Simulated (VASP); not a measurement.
# MgO (Fm-3m) in VASP: notebook, part 2 of 2

VASP 6.6.1. Earlier steps stand in the parts before.

## 4. Single point, r2SCAN+D4

Input file POSCAR:

```
MgO
1.0
    0.0000000000      2.1021674168      2.1021674168
    2.1021674168      0.0000000000      2.1021674168
    2.1021674168      2.1021674168      0.0000000000
Mg O
1 1
Direct
    0.0000000000      0.0000000000      0.0000000000
    0.5000000000      0.5000000000      0.5000000000
```

Input file INCAR.step1:

```
PREC = Accurate
ENCUT = 520
ISMEAR = 0
SIGMA = 0.01
LREAL = F
LASPH = T
NELM = 60
NBANDS = 11
GGA = PE
ALGO = Normal
EDIFF = 1E-4
LWAVE = T
LCHARG = F
```

Input file INCAR.step2:

```
PREC = Accurate
ENCUT = 520
EDIFF = 1E-6
ISMEAR = 0
SIGMA = 0.01
LREAL = F
LASPH = T
NELM = 60
ALGO = Normal
ISIF = 2
LWAVE = F
LCHARG = F
METAGGA = R2SCAN
LMIXTAU = T
IVDW = 13
VDW_S6 = 1.0
VDW_S8 = 0.6018749
VDW_A1 = 0.51559235
VDW_A2 = 5.77342911
NBANDS = 11
ISTART = 1
```

Input file KPOINTS:

```
regular mesh
0
Gamma
  8 8 8
```

Potentials or basis: VASP PAW PBE potentials, release 64 (Mg, O).

The run is started by

```sh
$ cat potpaw_PBE.64/Mg/POTCAR potpaw_PBE.64/O/POTCAR > POTCAR
$ cp INCAR.step1 INCAR
$ mpirun -np 1 vasp_std > vasp.out
$ cp INCAR.step2 INCAR
$ mpirun -np 1 vasp_std > vasp.out
```

OUTCAR:

```text
PREC = Accurate
   ENCUT = 520
   EDIFF = 1E-6
   ISMEAR = 0
   LREAL = F
   LASPH = T
   NELM = 60
   ISIF = 2
   METAGGA = R2SCAN
   IVDW = 13
   ISTART = 1

 ion  position               nearest neighbor table
   1  0.000  0.000  0.000-   2 2.10   2 2.10   2 2.10   2 2.10   2 2.10   2 2.10
   2  0.500  0.500  0.500-   1 2.10   1 2.10   1 2.10   1 2.10   1 2.10   1 2.10

  LATTYP: Found a face centered cubic cell.
 ALAT       =     4.2043348336

  Lattice vectors:

 A1 = (   0.0000000000,   2.1021674168,   2.1021674168)
 A2 = (   2.1021674168,   0.0000000000,   2.1021674168)
 A3 = (   2.1021674168,   2.1021674168,   0.0000000000)

Analysis of symmetry for initial positions (statically):
=====================================================================
 Subroutine PRICEL returns:
 Original cell was already a primitive cell.

 Routine SETGRP: Setting up the symmetry group for a
 face centered cubic supercell.

 Subroutine GETGRP returns: Found 48 space group operations
[... 9 lines left out ...]

 Routine SETGRP: Setting up the symmetry group for a
 face centered cubic supercell.

 Subroutine GETGRP returns: Found 48 space group operations
[... 11 lines left out ...]
                                     Primitive cell

  volume of cell :      18.5794

  direct lattice vectors                    reciprocal lattice vectors
     0.000000000  2.102167417  2.102167417    -0.237849753  0.237849753  0.237849753
     2.102167417  0.000000000  2.102167417     0.237849753 -0.237849753  0.237849753
     2.102167417  2.102167417  0.000000000     0.237849753  0.237849753 -0.237849753

  length of vectors
     2.972913671  2.972913671  2.972913671     0.411967856  0.411967856  0.411967856

  position of ions in fractional coordinates (direct lattice)
     0.000000000  0.000000000  0.000000000
     0.500000000  0.500000000  0.500000000

  ion indices of the primitive-cell ions
   primitive index   ion index
                 1           1
                 2           2

----------------------------------------------------------------------------------------

 KPOINTS: regular mesh

Automatic generation of k-mesh.
 Grid dimensions read from file:
 generate k-points for:    8    8    8

 Generating k-lattice:

  Cartesian coordinates                     Fractional coordinates (reciprocal lattice)
    -0.029731219  0.029731219  0.029731219     0.125000000  0.000000000  0.000000000
     0.029731219 -0.029731219  0.029731219     0.000000000  0.125000000  0.000000000
     0.029731219  0.029731219 -0.029731219     0.000000000  0.000000000  0.125000000

  Length of vectors
     0.051495982  0.051495982  0.051495982

  Shift w.r.t. Gamma in fractional coordinates (k-lattice)
     0.000000000  0.000000000  0.000000000

 Subroutine IBZKPT returns following result:
 ===========================================

 Found     29 irreducible k-points:

 Following reciprocal coordinates:
            Coordinates               Weight
  0.000000  0.000000  0.000000      1.000000
  0.125000  0.000000  0.000000      8.000000
  0.250000  0.000000  0.000000      8.000000
  0.375000  0.000000  0.000000      8.000000
  0.500000  0.000000  0.000000      4.000000
  0.125000  0.125000  0.000000      6.000000
[... 16 lines left out ...]
  0.500000  0.250000  0.125000     48.000000
 -0.375000  0.250000  0.125000     24.000000
 [... further k-points ...]
   k-points           NKPTS =     29   k-points in BZ     NKDIM =     29   number of bands    NBANDS=     11
   number of dos      NEDOS =    301   number of ions     NIONS =      2
   total plane-waves  NPLWV =  13824
   dimension x,y,z NGX =    24 NGY =   24 NGZ =   24
   dimension x,y,z NGXF=    48 NGYF=   48 NGZF=   48
   ions per type =               1   1
   NGX,Y,Z   is equivalent  to a cutoff of  13.42, 13.42, 13.42 a.u.
   NGXF,Y,Z  is equivalent  to a cutoff of  26.84, 26.84, 26.84 a.u.
 SYSTEM =  unknown system
   PREC   = accura    normal or accurate (medium, high low for compatibility)
   ISTART =      1    job   : 0-new  1-cont  2-samecut
   ICHARG =      0    charge: 1-file 2-atom 10-const
   ISPIN  =      1    spin polarized calculation?
   LNONCOLLINEAR =      F non collinear calculations
   LSORBIT =      F    spin-orbit coupling
   LASPH  =      T    aspherical Exc in radial PAW
   ENCUT  =  520.0 eV  38.22 Ry    6.18 a.u.   5.53  5.53  5.53*2*pi/ulx,y,z
   NELM   =     60;   NELMIN=  2; NELMDL=  0     # of ELM steps
   EDIFF  = 0.1E-05   stopping-criterion for ELM
   LREAL  =      F    real-space projection
   EDIFFG = 0.1E-04   stopping-criterion for IOM
   NSW    =      0    number of steps for IOM
   IBRION =     -1    ionic relax: 0-MD 1-quasi-New 2-CG
   NFREE  =      0    steps in history (QN), initial steepest desc. (CG)
   ISIF   =      2    stress and relaxation
   ISYM   =      2    0-nonsym 1-usesym 2-fastsym
   POTIM  = 0.5000    time-step for ionic-motion
   TEBEG  =    0.0;   TEEND  =   0.0 temperature during run
   PSTRESS=    0.0 pullay stress
   NELECT =       8.0000    total number of electrons
   NUPDOWN=      -1.0000    fix difference up-down
   EMIN   =  10.00;   EMAX   =-10.00  energy-range for DOS
   EFERMI =   0.00;   METHOD = LEGACY
   ISMEAR =     0;   SIGMA  =   0.01  broadening in eV -4-tet -1-fermi 0-gaus
   EFERMI_NEDOS =   21; number of points for ismear=-14 and -15
   IALGO  =     38    algorithm
   IMIX   =      4    mixing-type and parameters
     AMIX     =   0.40;   BMIX     =  1.00
     AMIX_MAG =   1.60;   BMIX_MAG =  1.00
  volume/ion in A,a.u.               =       9.29        62.69
  Fermi-wavevector in a.u.,A,eV,Ry     =   1.236216  2.336109 20.792816  1.528229
  Thomas-Fermi vector in A             =   2.370833
   LORBIT       =      0    0 simple, 1 ext, 2 COOP (PROOUT), +10 PAW based schemes
   METAGGA = R2SCAN    functional components
   LHFCALC =     F    Hartree Fock is set to
   AEXX    =    0.0000 exact exchange contribution
   IVDW    =    13    specifies the selected vdW correction
   LEPSILON=     F    determine dielectric tensor
   LRPA    =     F    only Hartree local field effects (RPA)
 non-spin polarized calculation
 Gauss-broadening in eV      SIGMA  =   0.01
  energy-cutoff  :      520.00
  volume of cell :       18.58
 maximum number of plane-waves:       531
 NGX is ok and might be reduce to    24
   NGX = 11   NGY = 11   NGZ = 11

 number of electron       8.0000004 magnetization

 Free energy of the ion-electron system (eV)
  ---------------------------------------------------
  ext. energy  EPLUGINS =         0.00000000
  ---------------------------------------------------
  free energy    TOTEN  =       -16.16108299 eV

  energy without entropy =      -16.16108299  energy(sigma->0) =      -16.16108299

 E-fermi :   2.8858     XC(G=0): -11.6234

 val. band max:        2.8164176002   @ k =   0.0000   0.0000   0.0000
 cond. band min:       8.4763653582   @ k =   0.0000   0.0000   0.0000
 fundamental gap:      5.6599477580
 Fermi energy:         2.8858419503

 k-point     1 :       0.0000    0.0000    0.0000
  band No.  band energies     occupation
      1     -15.4124      2.00000
      2       2.8164      2.00000
      3       2.8164      2.00000
      4       2.8164      2.00000
      5       8.4764      0.00000
      6      19.6823      0.00000
      7      19.6823      0.00000
      8      19.6823      0.00000
      9      23.8436      0.00000
     10      25.6170      0.00000
     11      25.6170      0.00000

 k-point     2 :       0.1250    0.0000    0.0000
  band No.  band energies     occupation
      1     -15.2503      2.00000
      2       1.8875      2.00000
      3       2.7095      2.00000
      4       2.7095      2.00000
      5       9.3772      0.00000
      6      18.0084      0.00000
      7      20.0638      0.00000
      8      20.0638      0.00000
      9      24.6662      0.00000
     10      24.6662      0.00000
     11      26.0961      0.00000
[... 295 lines left out ...]
 k-point    24 :      -0.3750    0.2500    0.1250
  band No.  band energies     occupation
      1     -14.0031      2.00000
      2      -1.2021      2.00000
      3       0.8625      2.00000
      4       1.8031      2.00000
      5      13.4817      0.00000
      6      16.2039      0.00000
      7      17.5216      0.00000
      8      20.9891      0.00000
      9      24.6541      0.00000
     10      26.3891      0.00000
     11      30.6234      0.00000

 [... further k-points ...]

------------------------ aborting loop because EDIFF is reached ----------------------------------------

  DFT-D4 for vdW energy calculation

  Edisp (eV):   -0.13308

  FORCE on cell =-STRESS in cart. coord.  units (eV):
  Direction    XX          YY          ZZ          XY          YZ          ZX
  --------------------------------------------------------------------------------------
  -------------------------------------------------------------------------------------
  Total      -0.27635    -0.27635    -0.27635    -0.00000    -0.00000     0.00000
  in kB     -23.83076   -23.83076   -23.83076    -0.00000    -0.00000     0.00000
  external pressure =      -23.83 kB  Pullay stress =        0.00 kB

 VOLUME and BASIS-vectors are now :
 -----------------------------------------------------------------------------
  energy-cutoff  :      520.00
  volume of cell :       18.58
      direct lattice vectors                 reciprocal lattice vectors
     0.000000000  2.102167417  2.102167417    -0.237849753  0.237849753  0.237849753
     2.102167417  0.000000000  2.102167417     0.237849753 -0.237849753  0.237849753
     2.102167417  2.102167417  0.000000000     0.237849753  0.237849753 -0.237849753

 POSITION                                       TOTAL-FORCE (eV/Angst)
 -----------------------------------------------------------------------------------
      0.00000      0.00000      0.00000        -0.000000      0.000000      0.000000
      2.10217      2.10217      2.10217         0.000000     -0.000000      0.000000
 -----------------------------------------------------------------------------------
    total drift:                               -0.000000     -0.000000      0.000000

  FREE ENERGIE OF THE ION-ELECTRON SYSTEM (eV)
  ---------------------------------------------------
  free  energy   TOTEN  =       -16.2941615617 eV

  energy  without entropy=      -16.2941615617  energy(sigma->0) =      -16.29416156
```

OUTCAR.step1:

```text
PREC = Accurate
   ENCUT = 520
   ISMEAR = 0
   LREAL = F
   LASPH = T
[... 557 lines left out ...]
 -----------------------------------------------------------------------------------
      0.00000      0.00000      0.00000        -0.000000     -0.000000      0.000000
      2.10217      2.10217      2.10217         0.000000      0.000000      0.000000
 -----------------------------------------------------------------------------------
    total drift:                               -0.000000     -0.000000      0.000000

  FREE ENERGIE OF THE ION-ELECTRON SYSTEM (eV)
  ---------------------------------------------------
  free  energy   TOTEN  =       -11.9025525825 eV

  energy  without entropy=      -11.9025525825  energy(sigma->0) =      -11.90255258
```

Run time: 13 s. Hardware: 1 thread of Intel Xeon 6975P-C, shared host; peak memory 0.14 GiB.

Results:

```yaml
Free_energy: -16.2942 eV
Pressure: -2.4 GPa
Band_gap_on_the_k_mesh: 5.66 eV, direct
Dispersion_energy_per_atom: -0.067 eV
```

Caveat: the PAW data sets were made with another functional, which shifts forces and pressure a little. r2SCAN opens gaps a little over a GGA but as a rule still falls short of measured ones.

## 5. Single point, r2SCAN

POSCAR is that of step 4.

Input file INCAR.step1:

```
SYSTEM = MgO
ALGO = Normal ; EDIFF = 1E-4
ENCUT = 520 ; GGA = PE
ISMEAR = 1 ; LASPH = .True.
LCHARG = .False. ; LREAL = .False.
LWAVE = .True. ; NBANDS = 11
NELM = 60 ; PREC = Accurate
SIGMA = 0.2
```

Input file INCAR.step2:

```
SYSTEM = MgO
ALGO = Normal ; EDIFF = 1E-6
ENCUT = 520 ; ISIF = 2
ISMEAR = 1 ; ISTART = 1
LASPH = .True. ; LCHARG = .True.
LELF = .True. ; LMIXTAU = .True.
LREAL = .False. ; LVHAR = .True.
LWAVE = .False. ; METAGGA = R2SCAN
NBANDS = 11 ; NELM = 60
PREC = Accurate ; SIGMA = 0.2
```

Input file KPOINTS:

```
k-points
0
Gamma
  8 8 8
  0 0 0
```

The run is started by

```sh
$ cat potpaw_PBE.64/Mg/POTCAR potpaw_PBE.64/O/POTCAR > POTCAR
$ cp INCAR.step1 INCAR
$ mpirun -np 1 vasp_std > vasp.out
$ cp INCAR.step2 INCAR
$ mpirun -np 1 vasp_std > vasp.out
```

Run time: 15 s. Hardware: 1 thread of Intel Xeon 6975P-C, shared host; peak memory 0.15 GiB.

The run converged. Its results:

```
Free energy            : -16.1605 eV
Pressure               : -1.1 GPa
Band gap on the k mesh : 5.66 eV, direct
```

Levels at points of the mesh, in eV from the valence-band top:
```
           k point  band 1  band 2  band 3  band 4  band 5  band 6  band 7  band 8  band 9
(0.00, 0.00, 0.00)  -18.23    0.00    0.00    0.00    5.66   16.87   16.87   16.87   21.03
(0.50, 0.00, 0.00)  -16.97   -4.64   -0.68   -0.68    8.84   13.87   17.48   17.48   22.46
(0.50, 0.50, 0.00)  -16.72   -4.12   -1.38   -1.38   10.04   11.12   14.35   20.46   20.46
```

Caveat: the PAW data sets were made with another functional, which shifts forces and pressure a little. r2SCAN opens gaps a little over a GGA but as a rule still falls short of measured ones.

## 6. Single point, r2SCAN

POSCAR is that of step 5.

Input file INCAR.step1:

```
PREC = Accurate
ENCUT = 520
ISMEAR = 1
SIGMA = 0.05
LREAL = F
LASPH = T
NELM = 100
NBANDS = 11
GGA = PE
ALGO = Normal
EDIFF = 1E-4
LWAVE = T
LCHARG = F
```

Input file INCAR.step2:

```
PREC = Accurate
ENCUT = 520
EDIFF = 1E-7
ISMEAR = 1
SIGMA = 0.05
LREAL = F
LASPH = T
NELM = 100
ALGO = Normal
ISIF = 2
LWAVE = F
LCHARG = F
METAGGA = R2SCAN
LMIXTAU = T
NBANDS = 11
ISTART = 1
```

Input file KPOINTS:

```
Automatic mesh
0
Gamma
  8 8 8
```

Potentials or basis: VASP PAW PBE potentials, release 64 (Mg, O).

The run is started by

```sh
$ cat potpaw_PBE.64/Mg/POTCAR potpaw_PBE.64/O/POTCAR > POTCAR
$ cp INCAR.step1 INCAR
$ mpirun -np 1 vasp_std > vasp.out
$ cp INCAR.step2 INCAR
$ mpirun -np 1 vasp_std > vasp.out
```

OUTCAR:

```text
PREC = Accurate
   ENCUT = 520
   EDIFF = 1E-7
   ISMEAR = 1
   LREAL = F
   LASPH = T
   NELM = 100
   ISIF = 2
   METAGGA = R2SCAN
   ISTART = 1

 ion  position               nearest neighbor table
   1  0.000  0.000  0.000-   2 2.10   2 2.10   2 2.10   2 2.10   2 2.10   2 2.10
   2  0.500  0.500  0.500-   1 2.10   1 2.10   1 2.10   1 2.10   1 2.10   1 2.10

  LATTYP: Found a face centered cubic cell.
 ALAT       =     4.2043348336

  Lattice vectors:

 A1 = (   0.0000000000,   2.1021674168,   2.1021674168)
 A2 = (   2.1021674168,   0.0000000000,   2.1021674168)
 A3 = (   2.1021674168,   2.1021674168,   0.0000000000)

Analysis of symmetry for initial positions (statically):
=====================================================================
 Subroutine PRICEL returns:
 Original cell was already a primitive cell.

 Routine SETGRP: Setting up the symmetry group for a
 face centered cubic supercell.

 Subroutine GETGRP returns: Found 48 space group operations
[... 9 lines left out ...]

 Routine SETGRP: Setting up the symmetry group for a
 face centered cubic supercell.

 Subroutine GETGRP returns: Found 48 space group operations
[... 162 lines left out ...]
      2       2.8163      1.99888
      3       2.8164      1.99886
      4       2.8164      1.99886
      5       8.4763      0.00000
      6      19.6822      0.00000
      7      19.6822      0.00000
      8      19.6822      0.00000
      9      23.8433      0.00000
     10      25.6170      0.00000
     11      25.6170      0.00000
[... 309 lines left out ...]
 k-point    24 :      -0.3750    0.2500    0.1250
  band No.  band energies     occupation
      1     -14.0032      2.00000
      2      -1.2022      2.00000
      3       0.8624      2.00000
      4       1.8031      2.00000
      5      13.4815      0.00000
      6      16.2038      0.00000
      7      17.5215      0.00000
      8      20.9890      0.00000
      9      24.6540      0.00000
     10      26.3890      0.00000
     11      30.6232      0.00000

 [... further k-points ...]

------------------------ aborting loop because EDIFF is reached ----------------------------------------

  FORCE on cell =-STRESS in cart. coord.  units (eV):
  Direction    XX          YY          ZZ          XY          YZ          ZX
  --------------------------------------------------------------------------------------
  -------------------------------------------------------------------------------------
  Total       -0.1319446     -0.1319446     -0.1319446      0.0000000      0.0000000      0.0000000
  in kB      -11.3781163    -11.3781163    -11.3781163      0.0000000      0.0000000      0.0000000
  external PRESSURE =     -11.3781163 kB  Pullay stress =       0.0000000 kB

 VOLUME and BASIS-vectors are now :
 -----------------------------------------------------------------------------
  energy-cutoff  :      520.00
  volume of cell :       18.58
      direct lattice vectors                 reciprocal lattice vectors
     0.000000000  2.102167417  2.102167417    -0.237849753  0.237849753  0.237849753
     2.102167417  0.000000000  2.102167417     0.237849753 -0.237849753  0.237849753
     2.102167417  2.102167417  0.000000000     0.237849753  0.237849753 -0.237849753

 POSITION                                       TOTAL-FORCE (eV/Angst)
 -----------------------------------------------------------------------------------
      0.00000      0.00000      0.00000        -0.000000     -0.000000      0.000000
      2.10217      2.10217      2.10217         0.000000      0.000000     -0.000000
 -----------------------------------------------------------------------------------
    total drift:                               -0.000000     -0.000000      0.000000

  FREE ENERGIE OF THE ION-ELECTRON SYSTEM (eV)
  ---------------------------------------------------
  free  energy   TOTEN  =       -16.1610660494 eV

  energy  without entropy=      -16.1610837999  energy(sigma->0) =      -16.16107197
```

OSZICAR.step1:

```text
N       E                     dE             d eps       ncg     rms          rms(c)
DAV:   1     0.135339385878E+02    0.13534E+02   -0.46257E+03   734   0.648E+02
DAV:   2    -0.128738758692E+02   -0.26408E+02   -0.26004E+02   749   0.135E+02
DAV:   3    -0.134625539236E+02   -0.58868E+00   -0.58820E+00   758   0.175E+01
DAV:   4    -0.134639716388E+02   -0.14177E-02   -0.14177E-02   698   0.982E-01
DAV:   5    -0.134639761011E+02   -0.44623E-05   -0.44623E-05   711   0.535E-02    0.722E+00
DAV:   6    -0.119195217517E+02    0.15445E+01   -0.87429E+00   665   0.163E+01    0.221E+00
DAV:   7    -0.119080426601E+02    0.11479E-01   -0.51866E-02   695   0.207E+00    0.134E+00
DAV:   8    -0.119028792465E+02    0.51634E-02   -0.26970E-02   671   0.185E+00    0.230E-01
DAV:   9    -0.119025354072E+02    0.34384E-03   -0.52528E-04   722   0.160E-01    0.129E-01
DAV:  10    -0.119025355188E+02   -0.11165E-06   -0.45390E-04   659   0.158E-01
   1 F= -.11902536E+02 E0= -.11902542E+02  d E =0.180084E-04
```

Wall time 17 s (1 thread of Intel Xeon 6975P-C, shared host); peak memory 0.14 GiB.

Results:

```
Free energy            : -16.1611 eV
Pressure               : -1.1 GPa
Band gap on the k mesh : 5.66 eV, direct
```

Caveat: the PAW data sets were made with another functional, which shifts forces and pressure a little. r2SCAN opens gaps a little over a GGA but as a rule still falls short of measured ones.

## 7. Summary

```tsv
level	smearing	gap on the mesh (eV)	pressure (GPa)
r2SCAN	gaussian 0.01 eV	5.66	-1.1
r2SCAN+D4	gaussian 0.01 eV	5.66	-2.4
r2SCAN	methfessel-paxton 0.2 eV	5.66	-1.1
r2SCAN	methfessel-paxton 0.05 eV	5.66	-1.1
```

Alike in all rows: task single point; potentials or basis VASP PAW PBE potentials, release 64 (Mg, O); no spin polarisation; cell as given; k mesh 8 × 8 × 8; cutoff (eV) 520.

On the cell as given the gap runs from 5.66 eV (r2SCAN) to 5.66 eV (r2SCAN). The pressure there spans -2.4 GPa (r2SCAN+D4) to -1.1 GPa (r2SCAN); a positive pressure means that this level wants a larger cell, a negative one a smaller.

Caveats: the PAW data sets were made with another functional, which shifts forces and pressure a little.

Absolute energies hang on the potentials; compare differences alone.
